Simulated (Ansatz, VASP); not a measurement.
## AlN: VASP beside Ansatz

Contents of POSCAR:

```
AlN
1.0
    3.2796046744      0.0000000000      0.0000000000
   -1.6398023372      2.8402209624      0.0000000000
    0.0000000000      0.0000000000      4.4672078551
Al N
2 2
Direct
    0.3333333333      0.6666666667      0.0016929024
    0.6666666667      0.3333333333      0.5016929024
    0.3333333333      0.6666666667      0.3833070976
    0.6666666667      0.3333333333      0.8833070976
```

The input INCAR.step1:

```
ALGO = Normal
EDIFF = 1E-4
ENCUT = 520
GGA = PE
ISMEAR = 0
LASPH = T
LCHARG = F
LREAL = F
LWAVE = T
NBANDS = 16
NELM = 100
PREC = Accurate
SIGMA = 0.05
```

Contents of INCAR.step2:

```
ALGO = Normal
EDIFF = 1E-6
ENCUT = 520
ISIF = 2
ISMEAR = 0
ISTART = 1
LASPH = T
LCHARG = F
LMIXTAU = T
LREAL = F
LWAVE = F
METAGGA = R2SCAN
NBANDS = 16
NELM = 100
PREC = Accurate
SIGMA = 0.05
```

Contents of KPOINTS:

```
k-points
0
Gamma
  12 12 6
```

Input for Ansatz:

```yaml
crystal:
  lattice:
    - [3.2796046744, 0.0, 0.0]
    - [-1.6398023372, 2.8402209624, 0.0]
    - [0.0, 0.0, 4.4672078551]
  atoms:
    - { symbol: Al, position: [0.3333333333, 0.6666666667, 0.0016929024] }
    - { symbol: Al, position: [0.6666666667, 0.3333333333, 0.5016929024] }
    - { symbol: "N", position: [0.3333333333, 0.6666666667, 0.3833070976] }
    - { symbol: "N", position: [0.6666666667, 0.3333333333, 0.8833070976] }
basis:
  ecutwfc: 500
kpoints:
  mp_grid: { grid: [12, 12, 6] }
hamiltonian:
  xc: r2scan
scf:
  occupations: { method: gaussian, width: 0.05 }
output:
  forces: true
  stress: true
  eigenvalues: true
```

Alike in both runs: task single point; functional r2SCAN; k mesh 12 × 12 × 6; occupations gaussian, width 0.05 eV; no spin polarisation.

```csv
,VASP,Ansatz
version,VASP 6.6.1,Ansatz 0.2.0
potentials or method,"VASP PAW PBE potentials, release 64 (Al, N), cutoff 520 eV","scalar-relativistic, plane waves, PAW"
valence electrons in the cell,16,16
```

|  | VASP | Ansatz | Ansatz less VASP |
| --- | --- | --- | --- |
| gap on the k mesh at the Fermi level (eV) | 4.46 | 4.43 | -0.025 |
| least direct gap on the mesh (eV) | 4.46 | 4.43 | -0.025 |
| pressure (GPa) | 5.7 | 5.9 | +0.19 |
| traceless stress, the component that is largest in VASP (GPa) | 49.80 | 49.01 | -0.785 |
| rms of the force components (eV/Å) | 2.102 | 2.063 | -0.0395 |

VASP's potentials were made for PBE, not for r2SCAN. Atom by atom the forces differ by 0.040 eV/Å (rms over components).
